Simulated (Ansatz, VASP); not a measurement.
# Two plane-wave programs on MnBr2

```
Mn Br
1.0
     3.82589    0.00000    0.00000
    -1.91295    3.31332    0.00000
     0.00000    0.00000    6.17095
Mn Br
1 2
Direct
  0.00000 0.00000 0.00000
  0.33333 0.66667 0.24343
  0.66667 0.33333 0.75657
```

Alike in both runs: task single point; functional LDA; k mesh 8 × 8 × 4; occupations gaussian, width 0.05 eV; no spin polarisation; Hubbard terms Mn d U = 4.9 eV.

|  | VASP | Ansatz |
| --- | --- | --- |
| version | VASP 6.6.1 | Ansatz 0.2.0 |
| potentials or method | VASP PAW LDA potentials, release 64 (Mn_pv, Br), cutoff 520 eV | scalar-relativistic, plane waves, PAW |
| valence electrons in the cell | 27 | 29 |

|  | VASP | Ansatz | Ansatz less VASP |
| --- | --- | --- | --- |
| gap on the k mesh at the Fermi level (eV) | none | none | - |
| pressure (GPa) | -9.0 | -9.5 | -0.53 |
| traceless stress, the component that is largest in VASP (GPa) | -0.20 | -0.28 | -0.072 |
| rms of the force components (eV/Å) | 0.641 | 0.679 | +0.0374 |

LDA's correlation is that of Perdew and Zunger in VASP and of Perdew and Wang (1992) in Ansatz. The programs project onto different local orbitals, so the same U acts differently, and such runs can settle in different states. Atom by atom the forces differ by 0.037 eV/Å (rms over components). A gap of «none» marks a metal or a gap that the smearing closes. VASP's potentials hold 27 valence electrons a cell and Ansatz's 29, so a difference there can come from the potentials and not from the codes. Ansatz's warnings: filled band counts differ across k points.
